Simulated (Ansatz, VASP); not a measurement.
Co: VASP beside Ansatz

File POSCAR:

```
Co
1.0
    2.5070990100      0.0000000000      0.0000000000
   -1.2535495000      2.1712114300      0.0000000000
    0.0000000000      0.0000000000      4.0686000000
Co
2
Direct
    0.3333333300      0.6666666700      0.2500000000
    0.6666666700      0.3333333300      0.7500000000
```

INCAR.step1

```
PREC = Accurate ; ENCUT = 520
ISMEAR = 0 ; SIGMA = 0.1
LREAL = F ; LASPH = T
NELM = 150 ; ISPIN = 2
MAGMOM = 1.5 -1.5 ; LMAXMIX = 4
NBANDS = 20 ; GGA = PE
ALGO = Normal ; EDIFF = 1E-4
LWAVE = T ; LCHARG = F
```

File INCAR.step2:

```
PREC = Accurate ; ENCUT = 520
EDIFF = 1E-6 ; ISMEAR = 0
SIGMA = 0.1 ; LREAL = F
LASPH = T ; NELM = 150
ALGO = Normal ; ISIF = 2
LWAVE = F ; LCHARG = T
ISPIN = 2 ; MAGMOM = 1.5 -1.5
LORBIT = 11 ; LMAXMIX = 4
METAGGA = R2SCAN ; LMIXTAU = T
LELF = T ; LVHAR = T
NBANDS = 20 ; ISTART = 1
```

KPOINTS

```
regular mesh
0
Gamma
  13 13 7
```

Input for Ansatz:

```yaml
crystal:
  lattice:
    - [2.50709901, 0.0, 0.0]
    - [-1.2535495, 2.17121143, 0.0]
    - [0.0, 0.0, 4.0686]
  atoms:
    - { symbol: Co, position: [0.33333333, 0.66666667, 0.25], spin: 1.5 }
    - { symbol: Co, position: [0.66666667, 0.33333333, 0.75], spin: -1.5 }
magnetization:
  spin_polarized: true
hamiltonian:
  xc: r2scan
  pseudopotentials: { kind: paw }
basis:
  ecutwfc: 500
kpoints:
  mp_grid: { grid: [13, 13, 7] }
scf:
  occupations: { method: gaussian, width: 0.1 }
  lower_state_search: "off"
output:
  forces: true
  stress: true
```

Change from the starting cell: moments +- scaled by 0.5, plain SCF.

Alike in both runs: task single point; functional r2SCAN; k mesh 13 × 13 × 7; occupations gaussian, width 0.1 eV; collinear spin.

|  | VASP | Ansatz |
| --- | --- | --- |
| version | VASP 6.6.1 | Ansatz 0.2.0 |
| potentials or method | VASP PAW PBE potentials, release 64 (Co), cutoff 520 eV | PAW, plane waves, scalar-relativistic |
| valence electrons in the cell | 18 | 34 |

Ansatz gave:

```
pressure (GPa)                                                : -2.1
traceless stress, the component that is largest in VASP (GPa) : 19.15
net moment per atom (μB)                                      : 0.00
size of the moment on the site where the two differ most (μB) : 1.81
```

**Question.** What did VASP give for the same quantities?

**Answer.** Pressure (GPa): -2.1; traceless stress, the component that is largest in VASP (GPa): 18.84; net moment per atom (μB): 0.00; size of the moment on the site where the two differ most (μB): 1.79.

VASP's potentials were made for PBE, not for r2SCAN. Site moments also hang on the region over which each program counts them. VASP's potentials hold 18 valence electrons a cell and Ansatz's 34, so a difference there can come from the potentials and not from the codes. Ansatz's warnings: stability check not made.
